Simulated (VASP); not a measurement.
Write the native input for VASP 6.6.1 that does the following.

* Task: single point
* Functional: PBEsol
* Dispersion: D3(BJ)
* Potentials or basis: VASP PAW PBE potentials, release 64 (Ta_pv, N)
* Cutoff: 520 eV
* k mesh: 6 × 6 × 8
* Occupations: gaussian, width 0.05 eV
* Spin: collinear spin, ferrimagnetic start
* Starting moments: [0.05, -0.05, -0.05, 0.0, 0.0, 0.0] μB
* Dipole correction: no
* Further INCAR settings: ALGO = Normal; EDIFF = 1e-07; NBANDS = 37

The structure of TaN lies in POSCAR:

```
TaN
1.0
    5.1522692890      0.0000000000      0.0000000000
   -2.5761346445      4.4619960914      0.0000000000
    0.0000000000      0.0000000000      2.9003941043
Ta N
3 3
Direct
    0.0000000000      0.0000000000      0.0000000000
    0.3333333333      0.6666666667      0.5000000000
    0.6666666667      0.3333333333      0.5000000000
    0.5000000000      0.0000000000      0.0000000000
    0.5000000000      0.5000000000      0.0000000000
    0.0000000000      0.5000000000      0.0000000000
```

These files were run (other wordings do the same):

INCAR

```
SYSTEM = TaN
PREC     = Accurate       ! precision mode
ENCUT    = 520            ! plane-wave cutoff, eV
EDIFF    = 1E-7           ! SCF threshold, eV
ISMEAR   = 0              ! smearing method
SIGMA    = 0.05           ! smearing width, eV
LREAL    = .FALSE.        ! projectors in reciprocal space
LASPH    = .TRUE.         ! aspherical terms in the spheres
NELM     = 150            ! most SCF steps
ALGO     = Normal         ! electronic algorithm
ISIF     = 2              ! what is computed and relaxed
LWAVE    = .FALSE.        ! write WAVECAR
LCHARG   = .TRUE.         ! write CHGCAR
ISPIN    = 2              ! spin polarisation
MAGMOM   = 0.05 -0.05 -0.05 0 0 0 ! initial moments
LORBIT   = 11             ! projections on sites
LMAXMIX  = 4              ! l up to which the mixer works
GGA      = PS             ! functional
IVDW     = 12             ! dispersion correction
LELF     = .TRUE.         ! ELF
LVHAR    = .TRUE.       
NBANDS   = 37             ! bands
```

KPOINTS

```
Automatic mesh
0
G
  6 6 8
  0 0 0
```

Potentials or basis: VASP PAW PBE potentials, release 64 (Ta_pv, N).

Launch:

```bash
$ cat potpaw_PBE.64/Ta_pv/POTCAR potpaw_PBE.64/N/POTCAR > POTCAR
$ mpirun -np 1 vasp_std > vasp.out
```

It gave:

| Property | Result |
| --- | --- |
| Pressure | 1.0 GPa |
| Band gap on the k mesh | zero (filled and empty bands overlap) |
| Net moment | 0.00 μB per cell |
| Valence electrons inside the program's atomic spheres | Ta 8.66, 9.11; N 3.81 |
| Dispersion energy per atom | -0.445 eV |

Caveat: the PAW data sets were made with another functional, which shifts forces and pressure a little; spin-orbit coupling is left out, which moves the levels of the heavy elements; pairwise dispersion overbinds metals, which lowers pressure and volume.

Wall time 3.7 min on 1 thread of Intel Xeon 8259CL (shared host), peak memory 0.3 GiB.
